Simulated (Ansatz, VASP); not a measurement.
## One calculation of CdTe, two programs

```xyz
2
Lattice="0.0000 2.9574 3.3365 3.3365 0.0000 3.3365 3.3365 2.9574 0.0000" Properties=species:S:1:pos:R:3 pbc="T T T"
Cd    0.0000    0.0000    0.0000
Te    5.0047    4.4361    5.0047
```

Alike in both runs: task single point; functional LDA; k mesh 8 × 8 × 8; occupations gaussian, width 0.05 eV; no spin polarisation.

```csv
,VASP,Ansatz
version,VASP 6.6.1,Ansatz 0.2.0
potentials or method,"VASP PAW LDA potentials, release 64 (Cd, Te), cutoff 520 eV","scalar-relativistic, plane waves, PAW"
valence electrons in the cell,18,36
```

|  | VASP | Ansatz | Ansatz less VASP |
| --- | --- | --- | --- |
| gap on the k mesh at the Fermi level (eV) | 0.41 | 0.36 | -0.043 |
| least direct gap on the mesh (eV) | 0.41 | 0.36 | -0.043 |
| pressure (GPa) | 0.0 | -0.3 | -0.26 |
| traceless stress, the component that is largest in VASP (GPa) | 1.15 | 1.17 | +0.021 |

LDA's correlation is that of Perdew and Zunger in VASP and of Perdew and Wang (1992) in Ansatz. VASP's potentials hold 18 valence electrons a cell and Ansatz's 36, so a difference there can come from the potentials and not from the codes.

Neither program's run includes spin-orbit coupling.
